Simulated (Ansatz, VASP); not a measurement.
## Two plane-wave programs on HfO2

```xyz
12
Lattice="4.9766 0.0000 0.0000 0.0000 5.0594 0.0000 0.0000 0.0000 4.7910" Properties=species:S:1:pos:R:3 pbc="T T T"
Hf    1.1077    3.9555    1.3035
Hf    3.5961    3.6337    3.4876
Hf    3.8689    1.1040    1.3035
Hf    1.3806    1.4257    3.4876
O     0.9297    0.8280    0.5008
O     3.4180    1.7017    4.2902
O     4.0469    4.2315    0.5008
O     1.5586    3.3577    4.2902
O     0.0000    2.5297    2.3431
O     2.4883    0.0000    2.4480
O     0.0000    0.0000    2.7578
O     2.4883    2.5297    2.0332
```

Alike in both runs: task single point; functional PBE; k mesh 5 × 5 × 6; occupations fermi-dirac, width 0.05 eV; no spin polarisation.

|  | VASP | Ansatz |
| --- | --- | --- |
| version | VASP 6.6.1 | Ansatz 0.2.0 |
| potentials or method | VASP PAW PBE potentials, release 64 (Hf_pv, O) | Ansatz PAW |
| plane-wave cutoff (eV) | 520 | 420 |
| valence electrons in the cell | 88 | 152 |

Ansatz gave:

| Property | Result |
| --- | --- |
| gap on the k mesh at the Fermi level (eV) | 4.02 |
| least direct gap on the mesh (eV) | 4.02 |
| pressure (GPa) | 30.0 |
| traceless stress, the component that is largest in VASP (GPa) | -2.60 |
| rms of the force components (eV/Å) | 0.285 |

**Question.** Which values does VASP return?

**Answer.** gap on the k mesh at the Fermi level (eV): 4.00; least direct gap on the mesh (eV): 4.00; pressure (GPa): 26.2; traceless stress, the component that is largest in VASP (GPa): -2.46; rms of the force components (eV/Å): 0.250.

Atom by atom the forces differ by 0.048 eV/Å (rms over components). The functional is the same, so the differences come from potentials, cutoffs and numerics. VASP's potentials hold 88 valence electrons a cell and Ansatz's 152, so a difference there can come from the potentials and not from the codes.

Spin-orbit coupling is off throughout. Noted on Ansatz's run: odd divisions of the mesh miss points on the zone boundary, where band edges often lie, so the gap on the mesh can be too wide.
